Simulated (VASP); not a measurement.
## Te2As: single point with PBE

Crystal: Te2As.

```
CELL_PARAMETERS angstrom
4.01220 0.00000 0.00000
0.00000 4.01220 0.00000
0.00000 0.00000 5.99139
ATOMIC_POSITIONS crystal
Te 0.50000 0.00000 0.81688
Te 0.00000 0.50000 0.18312
As 0.00000 0.00000 0.50000
```

The cell was generated, and may not be a known phase.

```
Program                : VASP 6.6.1
Task                   : single point
Functional             : PBE
Potentials or basis    : VASP PAW PBE potentials, release 64 (Te, As)
Cutoff                 : 500 eV
k mesh                 : 5 × 5 × 3
Occupations            : gaussian, width 0.2 eV
Spin                   : no spin polarisation
Dipole correction      : no
Further INCAR settings : ALGO = Normal; EDIFF = 1e-06; NBANDS = 16
```

```
Pressure               : -0.4 GPa
Largest force          : 0.072 eV/Å
Band gap on the k mesh : zero (an odd number of electrons rules out a gap without spin polarisation)
```

Forces on the atoms (eV/Å):
```
Te   0.000  0.000  0.072
Te   0.000  0.000 -0.072
As   0.000  0.000  0.000
```

Stress tensor (GPa, compression positive):
```
-0.65  0.00  0.00
 0.00 -0.65  0.00
 0.00  0.00  0.21
```

Levels at points of the mesh, in eV from the Fermi level:
```
           k point  band 4  band 5  band 6  band 7  band 8  band 9  band 10  band 11  band 12  band 13
(0.00, 0.00, 0.00)   -2.98   -2.98   -1.94   -1.24    0.26    0.26     1.58     1.58     1.71     3.92
```

Wall time 13 s on 1 thread of Intel Xeon 8259CL (shared host), peak memory 0.2 GiB.

Caveat: spin-orbit coupling is left out, which moves the levels of the heavy elements; an odd number of electrons without spin polarisation forces a metal; a magnetic or distorted state may lie lower.
